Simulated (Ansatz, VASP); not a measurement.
**PtS2: VASP beside Ansatz**

```xyz
6
Lattice="3.5432 0.0000 0.0000 -1.7716 3.0685 0.0000 0.0000 0.0000 10.0776" Properties=species:S:1:pos:R:3 pbc="T T T"
Pt    0.0000    0.0000    0.0000
Pt    0.0000    0.0000    5.0388
S     0.0000    2.0457    1.2597
S     1.7716    1.0228    3.7791
S     0.0000    2.0457    6.2985
S     1.7716    1.0228    8.8179
```

Alike in both runs: task single point; functional PBEsol; k mesh 7 × 7 × 3; occupations gaussian, width 0.05 eV; collinear spin; Hubbard terms Pt d U = 4.0 eV.

|  | VASP | Ansatz |
| --- | --- | --- |
| version | VASP 6.6.1 | Ansatz 0.2.0 |
| potentials or method | VASP PAW PBE potentials, release 64 (Pt_sv_GW, S), cutoff 500 eV | scalar-relativistic, plane waves, PAW |
| valence electrons in the cell | 60 | 60 |

```csv
,VASP,Ansatz,Ansatz less VASP
gap on the k mesh at the Fermi level (eV),0.36,0.23,-0.136
least direct gap on the mesh (eV),0.96,0.83,-0.134
pressure (GPa),-4.1,-2.3,+1.76
rms of the force components (eV/Å),0.251,0.203,-0.0480
net moment per atom (μB),0.00,0.00,0.000
```

VASP's potentials were made for PBE, not for PBEsol. The programs project onto different local orbitals, so the same U acts differently, and such runs can settle in different states. Ansatz's warnings: given moment on shells, seeded moment not kept.

Neither program's run includes spin-orbit coupling.
